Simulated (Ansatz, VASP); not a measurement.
# Os in VASP and in Ansatz

The input INCAR:

```
PREC = Accurate
ENCUT = 520
EDIFF = 1E-6
ISMEAR = 0
SIGMA = 0.15
LREAL = F
LASPH = T
NELM = 80
ALGO = Normal
ISIF = 2
LWAVE = F
LCHARG = F
GGA = PS
NBANDS = 15
```

KPOINTS

```
regular mesh
0
Gamma
  18 18 12
```

POSCAR

```
Os
1.0
    2.6657474761      0.0000000000      0.0000000000
   -1.3328737381      2.3086050344      0.0000000000
    0.0000000000      0.0000000000      4.1037150000
Os
2
Direct
    0.3333333333      0.6666666667      0.2500000000
    0.6666666667      0.3333333333      0.7500000000
```

Input for Ansatz:

```yaml
crystal:
  lattice:
    - [2.6657474761, 0.0, 0.0]
    - [-1.3328737381, 2.3086050344, 0.0]
    - [0.0, 0.0, 4.103715]
  atoms:
    - { symbol: Os, position: [0.3333333333, 0.6666666667, 0.25] }
    - { symbol: Os, position: [0.6666666667, 0.3333333333, 0.75] }
basis:
  ecutwfc: 420
kpoints:
  mp_grid: { grid: [18, 18, 12] }
hamiltonian:
  xc: pbesol
scf:
  occupations: { method: gaussian, width: 0.15 }
output:
  forces: true
  stress: true
  eigenvalues: true
```

Change from the starting cell: strain -0.025 along x and y, -0.050 along z, atoms carried along.

Alike in both runs: task single point; functional PBEsol; k mesh 18 × 18 × 12; occupations gaussian, width 0.15 eV; no spin polarisation.

|  | VASP | Ansatz |
| --- | --- | --- |
| version | VASP 6.6.1 | Ansatz 0.2.0 |
| potentials or method | VASP PAW PBE potentials, release 64 (Os), cutoff 520 eV | scalar-relativistic, plane waves, PAW |
| valence electrons in the cell | 16 | 32 |

```tsv
	VASP	Ansatz	Ansatz less VASP
gap on the k mesh at the Fermi level (eV)	none	none	-
pressure (GPa)	55.3	52.8	-2.45
traceless stress, the component that is largest in VASP (GPa)	16.44	16.44	+0.005
```

VASP's potentials were made for PBE, not for PBEsol. A gap of «none» marks a metal or a gap that the smearing closes. Both programs put the cell under a high pressure, so it lies far from rest at this level. VASP's potentials hold 16 valence electrons a cell and Ansatz's 32, so a difference there can come from the potentials and not from the codes.

Neither program's run includes spin-orbit coupling.
